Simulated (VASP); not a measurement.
Here is a VASP 6.6.1 calculation.

File INCAR:

```
SYSTEM = Si
ALGO     = Normal         ! electronic algorithm
EDIFF    = 1E-8           ! SCF threshold, eV
ENCUT    = 520            ! plane-wave cutoff, eV
GGA      = CA             ! functional
ISIF     = 2              ! what is computed and relaxed
ISMEAR   = -1             ! smearing method
LASPH    = .TRUE.         ! aspherical terms in the spheres
LCHARG   = .FALSE.        ! write CHGCAR
LEFG     = .TRUE.       
LREAL    = .FALSE.        ! projectors in reciprocal space
LWAVE    = .FALSE.        ! write WAVECAR
NBANDS   = 11             ! bands
NELM     = 60             ! most SCF steps
PREC     = Accurate       ! precision mode
SIGMA    = 0.08           ! smearing width, eV
```

KPOINTS

```
k-points
0
G
  11 11 11
  0 0 0
```

The input POSCAR:

```
Si
1.0
   -0.0271547000      2.7018926500      2.7018926500
    2.7018926500     -0.0271547000      2.7018926500
    2.7018926500      2.7018926500     -0.0271547000
Si
2
Direct
    0.5000000000      0.5000000000      0.5000000000
    0.7500000000      0.7500000000      0.7500000000
```

Potentials or basis: VASP PAW LDA potentials, release 64 (Si).

Launch:

```console
$ cat potpaw_LDA.64/Si/POTCAR > POTCAR
$ mpirun -np 1 vasp_std > vasp.out
```

**Question.** Estimate the band gap on the k mesh.

**Answer.** 0.46 eV, indirect (least direct gap 2.43 eV).

**Question.** Predict the largest force.

**Answer.** 0.170 eV/Å.

**Question.** Estimate the pressure.

**Answer.** -1.4 GPa.

Forces on the atoms (eV/Å):
```
Si  -0.098 -0.098 -0.098
Si   0.098  0.098  0.098
```

Caveat: the cell differs from its parent crystal (equal xy, yz and zx shear strains of -1 %); without QUAD_EFG the Cq values of the log hold for a quadrupole moment of 1 mb, not for the nuclei. A k mesh can miss the band edges.
